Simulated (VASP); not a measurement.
# Ge3Pd (Pm-3m) in VASP: elastic constants with PBE

Aim: the elastic constants of Ge3Pd with PBE.

Program: VASP 6.6.1. These are calculated values, not measurements. Logs are shortened: lines on timing, memory, paths and dates and some standing lists are left out, and cuts for length are marked.

### 1 The cell of the first run

The structure is cubic, space group Pm-3m (No. 221). Conventional cell: a = 4.137 Å, b = 4.137 Å, c = 4.137 Å, α = 90.00°, β = 90.00°, γ = 90.00°. Ge (site symmetry 4/mmm) has 8 Ge at 2.93 Å and 4 Pd at 2.93 Å within 3.9 Å. Within 3.9 Å of Pd (site symmetry m-3m) lie 12 Ge at 2.93 Å.

### 2 Elastic constants, PBE

Contents of INCAR:

```
PREC = Accurate
ENCUT = 600
EDIFF = 1E-8
ISMEAR = 1
SIGMA = 0.05
LREAL = F
LASPH = T
NELM = 100
ALGO = Normal
ISIF = 3
LWAVE = F
LCHARG = F
GGA = PE
NBANDS = 34
IBRION = 6
NFREE = 2
POTIM = 0.015
NSW = 1
```

Contents of KPOINTS:

```
Automatic mesh
0
Gamma
  5 5 5
```

Contents of POSCAR:

```
Ge3Pd
1.0
    4.1374270809      0.0000000000      0.0000000000
    0.0000000000      4.1374270809      0.0000000000
    0.0000000000      0.0000000000      4.1374270809
Ge Pd
3 1
Direct
    0.0000000000      0.5000000000      0.5000000000
    0.5000000000      0.0000000000      0.5000000000
    0.5000000000      0.5000000000      0.0000000000
    0.0000000000      0.0000000000      0.0000000000
```

Potentials or basis: VASP PAW PBE potentials, release 64 (Ge_d, Pd).

The run is started by

```sh
> cat potpaw_PBE.64/Ge_d/POTCAR potpaw_PBE.64/Pd/POTCAR > POTCAR
> mpirun -np 1 vasp_std > vasp.out
```

OUTCAR:

```text
PREC = Accurate
   ENCUT = 600
   EDIFF = 1E-8
   ISMEAR = 1
   LREAL = F
   LASPH = T
   NELM = 100
   ISIF = 3
   GGA = PE
   IBRION = 6
   NFREE = 2
   POTIM = 0.015
   NSW = 1

 ion  position               nearest neighbor table
   1  0.000  0.500  0.500-   4 2.93   4 2.93   4 2.93   4 2.93
   2  0.500  0.000  0.500-   4 2.93   4 2.93   4 2.93   4 2.93
   3  0.500  0.500  0.000-   4 2.93   4 2.93   4 2.93   4 2.93
   4  0.000  0.000  0.000-   1 2.93   2 2.93   3 2.93   1 2.93   2 2.93   1 2.93   3 2.93   1 2.93
                             2 2.93   3 2.93   2 2.93   3 2.93

  LATTYP: Found a simple cubic cell.
 ALAT       =     4.1374270809

  Lattice vectors:

 A1 = (   4.1374270809,   0.0000000000,   0.0000000000)
 A2 = (   0.0000000000,   4.1374270809,   0.0000000000)
 A3 = (   0.0000000000,   0.0000000000,   4.1374270809)

Analysis of symmetry for initial positions (statically):
=====================================================================
 Subroutine PRICEL returns:
 Original cell was already a primitive cell.

 Routine SETGRP: Setting up the symmetry group for a
 simple cubic supercell.

 Subroutine GETGRP returns: Found 48 space group operations
 (whereof 48 operations were pure point group operations)
 out of a pool of 48 trial point group operations.

The static configuration has the point symmetry O_h .

Analysis of symmetry for dynamics (positions and initial velocities):
=====================================================================
 Subroutine PRICEL returns:
 Original cell was already a primitive cell.

 Routine SETGRP: Setting up the symmetry group for a
 simple cubic supercell.

 Subroutine GETGRP returns: Found 48 space group operations
 (whereof 48 operations were pure point group operations)
 out of a pool of 48 trial point group operations.

The dynamic configuration has the point symmetry O_h .

 Subroutine INISYM returns: Found 48 space group operations
[... 331 lines left out ...]
  ---------------------------------------------------
  ext. energy  EPLUGINS =         0.00000000
  ---------------------------------------------------
  free energy    TOTEN  =       -18.50364600 eV

  energy without entropy =      -18.50309731  energy(sigma->0) =      -18.50346310

 E-fermi :   7.2832     XC(G=0): -11.7252

 val. band max:        7.2537399252   @ k =   0.4000   0.4000   0.2000
 cond. band min:       7.4622787590   @ k =   0.4000   0.0000   0.0000
 fundamental gap:      0.2085388337
 Fermi energy:         7.2832123988

 k-point     1 :       0.0000    0.0000    0.0000
  band No.  band energies     occupation
      1     -17.2164      2.00000
      2     -17.2163      2.00000
      3     -17.2163      2.00000
      4     -17.2078      2.00000
      5     -17.1460      2.00000
      6     -17.1459      2.00000
[... 686 lines left out ...]
  FREE ENERGIE OF THE ION-ELECTRON SYSTEM (eV)
  ---------------------------------------------------
  free  energy   TOTEN  =       -18.5036459974 eV

  energy  without entropy=      -18.5030973057  energy(sigma->0) =      -18.50346310

 INTERNAL STRAIN TENSORS FROM STRAINED CELLS
 ============================================

 INTERNAL STRAIN TENSOR FOR ION    1 for displacements in x,y,z  (eV/Angst):
          X           Y           Z          XY          YZ          ZX
  --------------------------------------------------------------------------------
  x     0.00000     0.00000     0.00000     0.00000     0.00000    -0.00000
  y     0.00000     0.00000     0.00000     0.00000     0.00000     0.00000
  z     0.00000     0.00000     0.00000     0.00000     0.00000     0.00000

 INTERNAL STRAIN TENSORS FROM DISPLACED ATOMS
 ============================================

 INTERNAL STRAIN TENSOR FOR ION    1 for displacements in x,y,z  (eV/Angst):
          X           Y           Z          XY          YZ          ZX
  --------------------------------------------------------------------------------
  x     0.00000     0.00000     0.00000     0.00000     0.00000     0.00000
  y     0.00000     0.00000     0.00000     0.00000     0.00000     0.00000
  z     0.00000     0.00000     0.00000     0.00000     0.00000     0.00000

 INTERNAL STRAIN TENSOR FOR ION    4 for displacements in x,y,z  (eV/Angst):
          X           Y           Z          XY          YZ          ZX
  --------------------------------------------------------------------------------
  x     0.00000     0.00000     0.00000     0.00000     0.00000     0.00000
  y     0.00000     0.00000     0.00000     0.00000     0.00000     0.00000
  z     0.00000     0.00000     0.00000     0.00000     0.00000     0.00000

 Eigenvectors and eigenvalues of the dynamical matrix
 ----------------------------------------------------

   1 f  =    4.041861 THz    25.395759 2PiTHz  134.821957 cm-1    16.715785 meV
             X         Y         Z           dx          dy          dz
      0.000000  2.068714  2.068714    -0.045927   -0.458999   -0.000000
      2.068714  0.000000  2.068714     0.028310    0.744635   -0.000000
      2.068714  2.068714  0.000000     0.028310   -0.458999    0.000000
      0.000000  0.000000  0.000000    -0.008802    0.142719    0.000000
[... 71 lines left out ...]
  12 f/i=    1.468252 THz     9.225298 2PiTHz   48.975608 cm-1     6.072199 meV
             X         Y         Z           dx          dy          dz
      0.000000  2.068714  2.068714    -0.060820    0.244293    0.012191
      2.068714  0.000000  2.068714    -0.032581    0.456026    0.012191
      2.068714  2.068714  0.000000    -0.032581    0.244293    0.022756
      0.000000  0.000000  0.000000     0.107758   -0.807965   -0.040319

--------------------------------------------------------------------------------------------------------

 ELASTIC MODULI CONTR FROM IONIC RELAXATION (kBar)
 Direction    XX          YY          ZZ          XY          YZ          ZX
 --------------------------------------------------------------------------------
 XX           0.0000      0.0000      0.0000      0.0000      0.0000      0.0000
 YY           0.0000      0.0000      0.0000      0.0000      0.0000      0.0000
 ZZ           0.0000      0.0000      0.0000      0.0000      0.0000      0.0000
 XY           0.0000      0.0000      0.0000      0.0000      0.0000      0.0000
 YZ           0.0000      0.0000      0.0000      0.0000      0.0000      0.0000
 ZX           0.0000      0.0000      0.0000      0.0000      0.0000      0.0000
 --------------------------------------------------------------------------------

 TOTAL ELASTIC MODULI (kBar)
 Direction    XX          YY          ZZ          XY          YZ          ZX
 --------------------------------------------------------------------------------
 XX        1199.1074    803.9022    803.9022      0.0000      0.0000     -0.0000
 YY         803.9022   1199.1074    803.9022     -0.0000      0.0000     -0.0000
 ZZ         803.9022    803.9022   1199.1074     -0.0000     -0.0000     -0.0000
 XY           0.0000     -0.0000     -0.0000    184.9617      0.0000      0.0000
 YZ           0.0000      0.0000     -0.0000      0.0000    184.9617      0.0000
 ZX          -0.0000     -0.0000     -0.0000      0.0000      0.0000    184.9617
 --------------------------------------------------------------------------------
```

stdout:

```text
POSCAR found type information on POSCAR GePd
 POSCAR found :  2 types and       4 ions
 scaLAPACK will be used
 LDA part: xc-table for (Slater+PW92), standard interpolation
 POSCAR, INCAR and KPOINTS ok, starting setup
 FFT: planning ... GRIDC
 FFT: planning ... GRID_SOFT
 FFT: planning ... GRID
 WAVECAR not read
 entering main loop
 Found     3 degrees of freedom:
 Adding 6 more for cell shape distortion
 Finite differences POTIM= 0.01500 DOF=   9
 bond charge predicted
 Finite differences progress:
 bond charge predicted
 Finite differences progress:
 bond charge predicted
 Finite differences progress:
 bond charge predicted
 Finite differences progress:
 bond charge predicted
 Finite differences progress:
 bond charge predicted
 Finite differences progress:
 bond charge predicted
 Finite differences progress:
 bond charge predicted
 Finite differences progress:
 bond charge predicted
 Finite differences progress:
 bond charge predicted
 Finite differences progress:
 bond charge predicted
 Finite differences progress:
 bond charge predicted
 Finite differences progress:
 bond charge predicted
 Finite differences progress:
 bond charge predicted
 Finite differences progress:
 bond charge predicted
 Finite differences progress:
 bond charge predicted
 Finite differences progress:
 bond charge predicted
 Finite differences progress:
 bond charge predicted
 Finite differences progress:
```

It took 11 min on 1 thread of Intel Xeon 6975P-C (Granite Rapids), shared host; peak memory 0.33 GiB.

What came out:

```
Elastic constants C11, C12, C44                         : 120, 80, 18 GPa
Voigt bulk modulus                                      : 94 GPa
Highest phonon frequency at Γ, LO-TO splitting left out : 135 cm⁻¹
Most unstable mode                                      : 49i cm⁻¹
```

Phonon frequencies in cm⁻¹ (negative: imaginary):
```csv
q point,frequencies
"(0.000, 0.000, 0.000)",-49 -49 -49 1 1 1 54 54 54 135 135 135
```

Elastic tensor in Voigt notation (GPa, in the Cartesian axes of the cell as first typed):
```
120  80  80   0   0   0
 80 120  80   0   0   0
 80  80 120   0   0   0
  0   0   0  18   0   0
  0   0   0   0  18   0
  0   0   0   0   0  18
```

Clamped-ion elastic tensor (GPa):
```
120  80  80   0   0   0
 80 120  80   0   0   0
 80  80 120   0   0   0
  0   0   0  18   0   0
  0   0   0   0  18   0
  0   0   0   0   0  18
```

Caveat: some modes are imaginary.
